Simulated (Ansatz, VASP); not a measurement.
**HfIn4SiO6: VASP beside Ansatz**

INCAR

```
SYSTEM = HfIn4SiO6
PREC = Accurate ; ENCUT = 520
EDIFF = 1E-6 ; ISMEAR = -1
SIGMA = 0.05 ; LREAL = .False.
LASPH = .True. ; NELM = 150
ALGO = Normal ; ISIF = 2
LWAVE = .False. ; LCHARG = .False.
LMAXMIX = 4 ; LDAU = .True.
LDAUTYPE = 2 ; LDAUL = 2 -1 -1 -1
LDAUU = 6 0 0 0 ; LDAUJ = 0 0 0 0
LDAUPRINT = 1 ; GGA = PE
NBANDS = 63
```

KPOINTS

```
regular mesh
0
Gamma
  4 4 3
  0 0 0
```

Contents of POSCAR:

```
HfIn4SiO6
1.0
    2.7158500000     -4.7035700000      0.0083300000
    2.7158500000      4.7035700000      0.0083300000
   -1.8791500000      0.0000000000      7.4012700000
Hf In Si O
1 4 1 6
Direct
    0.7883500000      0.2116500000      0.0000000000
    0.6217500000      0.3782500000      0.5000000000
    0.4550200000      0.5449800000      0.0000000000
    0.2840700000      0.7159300000      0.5000000000
    0.9581400000      0.0418600000      0.5000000000
    0.1216800000      0.8783200000      0.0000000000
    0.0621900000      0.1141500000      0.8666600000
    0.8858500000      0.9378100000      0.1333400000
    0.7949000000      0.5378400000      0.8666300000
    0.4621600000      0.2051000000      0.1333700000
    0.1535200000      0.6287900000      0.1333300000
    0.3712100000      0.8464800000      0.8666700000
```

input.yaml

```yaml
crystal:
  lattice:
    - [2.71585, -4.70357, 0.00833]
    - [2.71585, 4.70357, 0.00833]
    - [-1.87915, 0.0, 7.40127]
  atoms:
    - { symbol: Hf, position: [0.78835, 0.21165, 0.0] }
    - { symbol: In, position: [0.62175, 0.37825, 0.5] }
    - { symbol: In, position: [0.45502, 0.54498, 0.0] }
    - { symbol: In, position: [0.28407, 0.71593, 0.5] }
    - { symbol: In, position: [0.95814, 0.04186, 0.5] }
    - { symbol: Si, position: [0.12168, 0.87832, 0.0] }
    - { symbol: O, position: [0.06219, 0.11415, 0.86666] }
    - { symbol: O, position: [0.88585, 0.93781, 0.13334] }
    - { symbol: O, position: [0.7949, 0.53784, 0.86663] }
    - { symbol: O, position: [0.46216, 0.2051, 0.13337] }
    - { symbol: O, position: [0.15352, 0.62879, 0.13333] }
    - { symbol: O, position: [0.37121, 0.84648, 0.86667] }
kpoints:
  mp_grid: { grid: [4, 4, 3] }
scf:
  occupations: { method: fermi_dirac, width: 0.05 }
hamiltonian:
  xc: pbe
  pseudopotentials: { kind: all_electron, lapw: { basis_error: 0.002 } }
  hubbard:
    sites: [{ species: Hf, l: d, u_eff: 6 }]
    double_counting: fll
    projectors: ortho-atomic
output:
  forces: true
  stress: true
  eigenvalues: true
  hubbard: {}
```

Alike in both runs: task single point; functional PBE; k mesh 4 × 4 × 3; occupations fermi-dirac, width 0.05 eV; no spin polarisation; Hubbard terms Hf d U = 6.0 eV.

|  | VASP | Ansatz |
| --- | --- | --- |
| version | VASP 6.6.1 | Ansatz 0.2.0 |
| potentials or method | VASP PAW PBE potentials, release 64 (Hf_pv, In_d, Si, O), cutoff 520 eV | all-electron LAPW, scalar-relativistic |

```csv
,VASP,Ansatz,Ansatz less VASP
gap on the k mesh at the Fermi level (eV),none,none,-
pressure (GPa),1.9,1.2,-0.76
"traceless stress, the component that is largest in VASP (GPa)",-0.72,-0.58,+0.138
rms of the force components (eV/Å),0.195,0.123,-0.0724
```

The programs project onto different local orbitals, so the same U acts differently, and such runs can settle in different states. Atom by atom the forces differ by 0.079 eV/Å (rms over components). A gap of «none» marks a metal or a gap that the smearing closes. Ansatz ran all-electron here, and VASP with PAW potentials.

Neither program's run includes spin-orbit coupling. Noted on Ansatz's run: the k mesh is thin for a metal, which can move the energy by tens of meV per atom; U is the effective U less J, on atomic orbitals that reach past the spheres.
